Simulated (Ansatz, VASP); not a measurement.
## Co: VASP beside Ansatz

```xyz
2
Lattice="2.5360 0.0000 0.0000 -1.2680 2.1962 0.0000 0.0000 0.0000 4.1360" Properties=species:S:1:pos:R:3 pbc="T T T"
Co    0.0000    1.4642    1.0340
Co    1.2680    0.7321    3.1020
```

Change from the starting cell: parallel moments scaled by 0.1, plain SCF.

Alike in both runs: task single point; functional PBEsol; k mesh 14 × 14 × 8; occupations fermi-dirac, width 0.1 eV; collinear spin.

|  | VASP | Ansatz |
| --- | --- | --- |
| version | VASP 6.6.1 | Ansatz 0.2.0 |
| potentials or method | VASP PAW PBE potentials, release 64 (Co), cutoff 520 eV | PAW, plane waves, scalar-relativistic |
| valence electrons in the cell | 18 | 34 |

Ansatz gave:

```
pressure (GPa)                                                : -19.5
traceless stress, the component that is largest in VASP (GPa) : -1.19
net moment per atom (μB)                                      : 1.67
size of the moment on the site where the two differ most (μB) : 1.74
```

**Question.** Estimate VASP's values.

**Answer.** Pressure (GPa): -20.0; traceless stress, the component that is largest in VASP (GPa): -1.26; net moment per atom (μB): 1.66; size of the moment on the site where the two differ most (μB): 1.68.

VASP's potentials were made for PBE, not for PBEsol. Site moments also hang on the region over which each program counts them. The functional is the same, so the differences come from potentials, cutoffs and numerics. VASP's potentials hold 18 valence electrons a cell and Ansatz's 34, so a difference there can come from the potentials and not from the codes.
